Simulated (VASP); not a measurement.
# Si16N (a cell with a defect) in VASP: single point with PBEsol

Aim: the single point of Si16N (a cell with a defect) with PBEsol.

All numbers are computed with VASP 6.6.1; they aren't measurements. Logs are shortened: lines on timing, memory, paths and dates and some standing lists are left out, and cuts for length are marked.

## (1) The cell of the first run

The cell holds a defect, 17 atoms: a = 7.679 Å, b = 7.679 Å, c = 7.679 Å, α = 60.00°, β = 60.00°, γ = 60.00°.

## (2) Single point, PBEsol, collinear spin, ferromagnetic start

INCAR reads:

```
SYSTEM = Si16N
PREC     = Accurate       ! precision mode
ENCUT    = 520            ! plane-wave cutoff, eV
EDIFF    = 1E-6           ! SCF threshold, eV
ISMEAR   = -1             ! smearing method
SIGMA    = 0.02           ! smearing width, eV
LREAL    = Auto         
LASPH    = .TRUE.         ! aspherical terms in the spheres
NELM     = 150            ! most SCF steps
ALGO     = Normal         ! electronic algorithm
ISIF     = 2              ! what is computed and relaxed
LWAVE    = .FALSE.        ! write WAVECAR
LCHARG   = .FALSE.        ! write CHGCAR
ISPIN    = 2              ! spin polarisation
MAGMOM   = 0 0 0 0 0 0 0 0 0 0 0 0 0 0 0 0 1 ! initial moments
LORBIT   = 11             ! projections on sites
GGA      = PS             ! functional
NBANDS   = 52             ! bands
```

KPOINTS reads:

```
regular mesh
0
G
  2 2 2
  0 0 0
```

POSCAR reads:

```
Si16N
1.0
    0.0000000000      5.4300000000      5.4300000000
    5.4300000000      0.0000000000      5.4300000000
    5.4300000000      5.4300000000      0.0000000000
Si N
16 1
Direct
    0.0180907867     -0.0161182305     -0.0008458864
    0.1142920453      0.1151124622      0.1458560677
   -0.0310619728     -0.0196689859      0.5195171488
    0.1276813857      0.0759941162      0.6342545219
   -0.0132126957      0.4888447160      0.0133829748
    0.1072600478      0.6114813878      0.1460001309
   -0.0286545484      0.4708081513      0.5191195746
    0.0923932093      0.6056355249      0.6395324073
    0.4877640027     -0.0080063426      0.0446565657
    0.6509057947      0.1427698956      0.1008443092
    0.6006959620     -0.0031299383      0.4617695470
    0.6014679377      0.1263583786      0.6710759013
    0.4812604673      0.5120497830      0.0068407701
    0.6127217750      0.6193593215      0.1420485964
    0.4677570384      0.4910190127      0.5143283729
    0.5707835077      0.6366117131      0.6362085341
    0.3938836565      0.9088519344      0.5468082637
```

Potentials or basis: VASP PAW PBE potentials, release 64 (Si, N).

Run with:

```sh
$ cat potpaw_PBE.64/Si/POTCAR potpaw_PBE.64/N/POTCAR > POTCAR
$ mpirun -np 1 vasp_std > vasp.out
```

OUTCAR:

```text
SYSTEM = Si16N
   PREC = Accurate
   ENCUT = 520
   EDIFF = 1E-6
   ISMEAR = -1
   LREAL = Auto
   LASPH = .TRUE.
   NELM = 150
   ISIF = 2
   ISPIN = 2
   LORBIT = 11
   GGA = PS

 ion  position               nearest neighbor table
   1  0.018  0.984  0.999-   4 2.31  10 2.32   6 2.35   2 2.35
   2  0.114  0.115  0.146-   5 2.34   9 2.35   3 2.35   1 2.35
   3  0.969  0.980  0.520-   4 2.33  12 2.33   8 2.35   2 2.35  11 3.01
   4  0.128  0.076  0.634-  17 1.77   1 2.31   3 2.33   7 2.48  11 3.02
   5  0.987  0.489  0.013-   2 2.34  14 2.35   8 2.35   6 2.36
   6  0.107  0.611  0.146-   1 2.35   7 2.35  13 2.35   5 2.36
   7  0.971  0.471  0.519-   6 2.35   8 2.36   4 2.48  16 2.52
   8  0.092  0.606  0.640-   3 2.35   5 2.35  15 2.35   7 2.36
   9  0.488  0.992  0.045-  12 2.34  14 2.35   2 2.35  10 2.36
  10  0.651  0.143  0.101-  11 2.31   1 2.32  13 2.34   9 2.36
  11  0.601  0.997  0.462-  17 1.73  12 2.28  10 2.31  16 2.47   3 3.01   4 3.02
  12  0.601  0.126  0.671-  11 2.28  15 2.31   3 2.33   9 2.34
  13  0.481  0.512  0.007-  10 2.34  16 2.34  14 2.35   6 2.35
  14  0.613  0.619  0.142-  15 2.34   9 2.35   5 2.35  13 2.35
  15  0.468  0.491  0.514-  12 2.31  16 2.33  14 2.34   8 2.35
  16  0.571  0.637  0.636-  17 1.83  15 2.33  13 2.34  11 2.47   7 2.52
  17  0.394  0.909  0.547-  11 1.73   4 1.77  16 1.83

  LATTYP: Found a face centered cubic cell.
 ALAT       =    10.8600000000

  Lattice vectors:

 A1 = (   0.0000000000,   5.4300000000,   5.4300000000)
 A2 = (   5.4300000000,   0.0000000000,   5.4300000000)
 A3 = (   5.4300000000,   5.4300000000,   0.0000000000)

Analysis of symmetry for initial positions (statically):
=====================================================================
 Subroutine PRICEL returns:
 Original cell was already a primitive cell.

 Routine SETGRP: Setting up the symmetry group for a
 face centered cubic supercell.

 Subroutine GETGRP returns: Found  1 space group operations
 (whereof  1 operations were pure point group operations)
 out of a pool of 48 trial point group operations.

The static configuration has the point symmetry C_1 .

Analysis of symmetry for dynamics (positions and initial velocities):
=====================================================================
 Subroutine PRICEL returns:
 Original cell was already a primitive cell.

 Routine SETGRP: Setting up the symmetry group for a
 face centered cubic supercell.

 Subroutine GETGRP returns: Found  1 space group operations
 (whereof  1 operations were pure point group operations)
 out of a pool of 48 trial point group operations.

The dynamic configuration has the point symmetry C_1 .

Analysis of structural, dynamic, and magnetic symmetry:
=====================================================================
 Subroutine PRICEL returns:
 Original cell was already a primitive cell.

 Routine SETGRP: Setting up the symmetry group for a
 face centered cubic supercell.

 Subroutine GETGRP returns: Found  1 space group operations
 (whereof  1 operations were pure point group operations)
 out of a pool of 48 trial point group operations.

The overall configuration has the point symmetry C_1 .

 Subroutine INISYM returns: Found  1 space group operations
 (whereof  1 operations are pure point group operations),
 and found     1 'primitive' translations

----------------------------------------------------------------------------------------

                                     Primitive cell

  volume of cell :     320.2060

  direct lattice vectors                    reciprocal lattice vectors
     0.000000000  5.430000000  5.430000000    -0.092081031  0.092081031  0.092081031
     5.430000000  0.000000000  5.430000000     0.092081031 -0.092081031  0.092081031
     5.430000000  5.430000000  0.000000000     0.092081031  0.092081031 -0.092081031

  length of vectors
     7.679179644  7.679179644  7.679179644     0.159489025  0.159489025  0.159489025

  position of ions in fractional coordinates (direct lattice)
     0.018090787  0.983881770  0.999154114
     0.114292045  0.115112462  0.145856068
     0.968938027  0.980331014  0.519517149
     0.127681386  0.075994116  0.634254522
     0.986787304  0.488844716  0.013382975
     0.107260048  0.611481388  0.146000131
[... 9 lines left out ...]
     0.570783508  0.636611713  0.636208534
     0.393883657  0.908851934  0.546808264

  ion indices of the primitive-cell ions
[... 62 lines left out ...]
   NGXF,Y,Z  is equivalent  to a cutoff of  25.98, 25.98, 25.98 a.u.
 SYSTEM =  Si16N
   PREC   = accura    normal or accurate (medium, high low for compatibility)
   ISTART =      0    job   : 0-new  1-cont  2-samecut
   ICHARG =      2    charge: 1-file 2-atom 10-const
   ISPIN  =      2    spin polarized calculation?
   LNONCOLLINEAR =      F non collinear calculations
   LSORBIT =      F    spin-orbit coupling
   LASPH  =      T    aspherical Exc in radial PAW
   ENCUT  =  520.0 eV  38.22 Ry    6.18 a.u.  14.28 14.28 14.28*2*pi/ulx,y,z
   NELM   =    150;   NELMIN=  2; NELMDL= -5     # of ELM steps
   EDIFF  = 0.1E-05   stopping-criterion for ELM
   LREAL  =      T    real-space projection
   EDIFFG = 0.1E-04   stopping-criterion for IOM
   NSW    =      0    number of steps for IOM
   IBRION =     -1    ionic relax: 0-MD 1-quasi-New 2-CG
   NFREE  =      0    steps in history (QN), initial steepest desc. (CG)
   ISIF   =      2    stress and relaxation
   ISYM   =      2    0-nonsym 1-usesym 2-fastsym
   POTIM  = 0.5000    time-step for ionic-motion
   TEBEG  =    0.0;   TEEND  =   0.0 temperature during run
   PSTRESS=    0.0 pullay stress
   NELECT =      69.0000    total number of electrons
   NUPDOWN=      -1.0000    fix difference up-down
   EMIN   =  10.00;   EMAX   =-10.00  energy-range for DOS
   EFERMI =   0.00;   METHOD = LEGACY
   ISMEAR =    -1;   SIGMA  =   0.02  broadening in eV -4-tet -1-fermi 0-gaus
   EFERMI_NEDOS =   21; number of points for ismear=-14 and -15
   IALGO  =     38    algorithm
   IMIX   =      4    mixing-type and parameters
     AMIX     =   0.40;   BMIX     =  1.00
     AMIX_MAG =   1.60;   BMIX_MAG =  1.00
  volume/ion in A,a.u.               =      18.84       127.11
  Fermi-wavevector in a.u.,A,eV,Ry     =   0.981480  1.854728 13.106528  0.963303
  Thomas-Fermi vector in A             =   2.112490
   LORBIT       =     11    0 simple, 1 ext, 2 COOP (PROOUT), +10 PAW based schemes
   GGA     = PS    functional components
   LHFCALC =     F    Hartree Fock is set to
   AEXX    =    0.0000 exact exchange contribution
   IVDW    =     0    specifies the selected vdW correction
   LEPSILON=     F    determine dielectric tensor
   LRPA    =     F    only Hartree local field effects (RPA)
 spin polarized calculation
  energy-cutoff  :      520.00
  volume of cell :      320.21
 maximum number of plane-waves:      8646
 NGX is ok and might be reduce to    60
   NGX = 29   NGY = 29   NGZ = 29

 number of electron      69.0000000 magnetization       0.0034410

 Free energy of the ion-electron system (eV)
  ---------------------------------------------------
  ext. energy  EPLUGINS =         0.00000000
  ---------------------------------------------------
  free energy    TOTEN  =       -98.10209027 eV

  energy without entropy =      -98.09629945  energy(sigma->0) =      -98.09919486

 E-fermi :   6.1172     XC(G=0):  -9.6962

 val. band max:        6.0960424352   @ k =   0.5000   0.5000   0.5000
 cond. band min:       6.1388767996   @ k =   0.5000   0.0000   0.0000
 fundamental gap:      0.0428343644
 Fermi energy:         6.1171816199

 spin component 1

 k-point     1 :       0.0000    0.0000    0.0000
  band No.  band energies     occupation
      1     -10.4835      1.00000
      2      -5.7666      1.00000
      3      -4.1295      1.00000
      4      -3.8028      1.00000
      5      -3.7683      1.00000
      6      -3.1795      1.00000
[... 381 lines left out ...]
     45       9.8792      0.00000
     46      10.1647      0.00000
 Fermi energy:         6.1171816199

 spin component 2

 k-point     1 :       0.0000    0.0000    0.0000
  band No.  band energies     occupation
      1     -10.4831      1.00000
      2      -5.7665      1.00000
      3      -4.1291      1.00000
      4      -3.8027      1.00000
      5      -3.7682      1.00000
      6      -3.1792      1.00000
[... 381 lines left out ...]
     45       9.8796      0.00000
     46      10.1649      0.00000
 [bands above 46 left out]

------------------------ aborting loop because EDIFF is reached ----------------------------------------

  FORCE on cell =-STRESS in cart. coord.  units (eV):
  Direction    XX          YY          ZZ          XY          YZ          ZX
  --------------------------------------------------------------------------------------
  -------------------------------------------------------------------------------------
  Total        2.2961748      0.1791097      7.0062685      2.0156810     -0.3439650     -1.1934702
  in kB       11.4891008      0.8961901     35.0564453     10.0856267     -1.7210575     -5.9716270
  external PRESSURE =      15.8139120 kB  Pullay stress =       0.0000000 kB

 VOLUME and BASIS-vectors are now :
 -----------------------------------------------------------------------------
  energy-cutoff  :      520.00
  volume of cell :      320.21
      direct lattice vectors                 reciprocal lattice vectors
     0.000000000  5.430000000  5.430000000    -0.092081031  0.092081031  0.092081031
     5.430000000  0.000000000  5.430000000     0.092081031 -0.092081031  0.092081031
     5.430000000  5.430000000  0.000000000     0.092081031  0.092081031 -0.092081031

 POSITION                                       TOTAL-FORCE (eV/Angst)
 -----------------------------------------------------------------------------------
     10.76788      5.52364      5.44071         0.011373      0.006013     -0.020130
      1.41706      1.41260      1.24567        -0.003665     -0.005805     -0.007358
      8.14418      8.08231     10.58453        -0.001802      0.001920     -0.037359
      3.85665      4.13731      1.10596        -0.003210     -0.014102      0.041631
      2.72710      5.43092      8.01268         0.004475     -0.003914      0.021472
      4.11312      1.37520      3.90277        -0.006290      0.006200      0.005703
[... 9 lines left out ...]
      6.91141      6.55397      6.55616        -0.049197      0.032296     -0.008908
      7.90423      5.10796      7.07385         0.047271     -0.054810     -0.013438
 -----------------------------------------------------------------------------------
    total drift:                               -0.004114     -0.000549     -0.003650

  FREE ENERGIE OF THE ION-ELECTRON SYSTEM (eV)
  ---------------------------------------------------
  free  energy   TOTEN  =       -98.1020902682 eV

  energy  without entropy=      -98.0962994459  energy(sigma->0) =      -98.09919486

 total charge

# of ion       s       p       d       tot
------------------------------------------
    1        0.746   0.965   0.000   1.711
    2        0.742   0.944   0.000   1.686
    3        0.748   0.953   0.000   1.700
    4        0.752   0.906   0.000   1.658
    5        0.739   0.956   0.000   1.695
    6        0.743   0.950   0.000   1.693
[... 9 lines left out ...]
   16        0.735   0.894   0.000   1.629
   17        1.253   2.568   0.000   3.821
--------------------------------------------------
tot         13.221  17.600   0.000  30.821

 magnetization (x)

# of ion       s       p       d       tot
------------------------------------------
    1        0.000   0.000   0.000   0.000
    2       -0.000   0.000   0.000   0.000
    3        0.000   0.000   0.000   0.000
    4        0.000   0.000   0.000   0.000
    5        0.000   0.000   0.000   0.000
    6       -0.000  -0.000   0.000  -0.000
[... 9 lines left out ...]
   16        0.000   0.000   0.000   0.000
   17        0.000   0.000   0.000   0.000
--------------------------------------------------
tot          0.000   0.001   0.000   0.001
```

Wall time 21 min (1 thread of Intel Xeon 8259CL, shared host); peak memory 0.72 GiB.

Results:

- Free energy: -98.1021 eV
- Pressure: 1.6 GPa
- Largest force: 0.074 eV/Å
- Net moment: 0.00 μB per cell
- Valence electrons inside the program's atomic spheres: Si 1.71, 1.69, 1.70, 1.66, 1.64, 1.68, 1.73, 1.63 (each value once); N 3.82

Forces on the atoms (eV/Å):
```
Si   0.011  0.006 -0.020
Si  -0.004 -0.006 -0.007
Si  -0.002  0.002 -0.037
Si  -0.003 -0.014  0.042
Si   0.004 -0.004  0.021
Si  -0.006  0.006  0.006
Si  -0.006  0.025 -0.025
Si  -0.011 -0.021  0.002
Si  -0.005 -0.006  0.011
Si   0.018  0.015  0.018
Si   0.010  0.027  0.046
Si  -0.003 -0.026  0.007
Si   0.001 -0.004 -0.008
Si  -0.006  0.002 -0.010
Si   0.003  0.021 -0.021
Si  -0.049  0.032 -0.009
N    0.047 -0.055 -0.013
```

Levels at points of the mesh, in eV from the Fermi level:
Spin up:
```
           k point  band 31  band 32  band 33  band 34  band 35  band 36  band 37  band 38
(0.00, 0.00, 0.00)    -1.21    -0.76    -0.43    -0.34    -0.26     0.10     0.47     0.60
(0.50, 0.00, 0.00)    -1.37    -1.09    -0.81    -0.56     0.02     0.85     1.11     1.29
(0.00, 0.50, 0.00)    -1.42    -1.12    -0.99    -0.66     0.34     0.95     1.14     1.22
(0.00, 0.00, 0.50)    -1.18    -1.02    -0.97    -0.72    -0.24     0.96     1.01     1.21
(0.50, 0.50, 0.50)    -1.25    -1.11    -1.01    -0.81    -0.02     0.84     1.17     1.22
(0.50, 0.50, 0.00)    -1.62    -1.54    -1.53    -0.39    -0.27     0.91     1.20     1.75
(0.00, 0.50, 0.50)    -1.64    -1.52    -1.50    -0.95     0.51     1.02     1.36     1.99
(0.50, 0.00, 0.50)    -1.67    -1.49    -1.34    -1.05     0.18     1.05     1.38     1.99
```
Spin down:
```tsv
k point	band 31	band 32	band 33	band 34	band 35	band 36	band 37	band 38
(0.00, 0.00, 0.00)	-1.21	-0.76	-0.43	-0.34	-0.26	0.10	0.47	0.60
(0.50, 0.00, 0.00)	-1.37	-1.09	-0.81	-0.56	0.02	0.85	1.11	1.29
(0.00, 0.50, 0.00)	-1.42	-1.12	-0.99	-0.66	0.35	0.95	1.14	1.23
(0.00, 0.00, 0.50)	-1.18	-1.02	-0.97	-0.72	-0.24	0.96	1.01	1.21
(0.50, 0.50, 0.50)	-1.25	-1.11	-1.01	-0.81	-0.02	0.84	1.17	1.22
(0.50, 0.50, 0.00)	-1.62	-1.54	-1.53	-0.38	-0.27	0.91	1.20	1.75
(0.00, 0.50, 0.50)	-1.64	-1.52	-1.50	-0.95	0.51	1.02	1.36	1.99
(0.50, 0.00, 0.50)	-1.67	-1.49	-1.34	-1.05	0.19	1.05	1.38	1.99
```

Caveat: the k points lie up to 0.50 Å⁻¹ apart; the PAW data sets were made with another functional, which shifts forces and pressure a little.
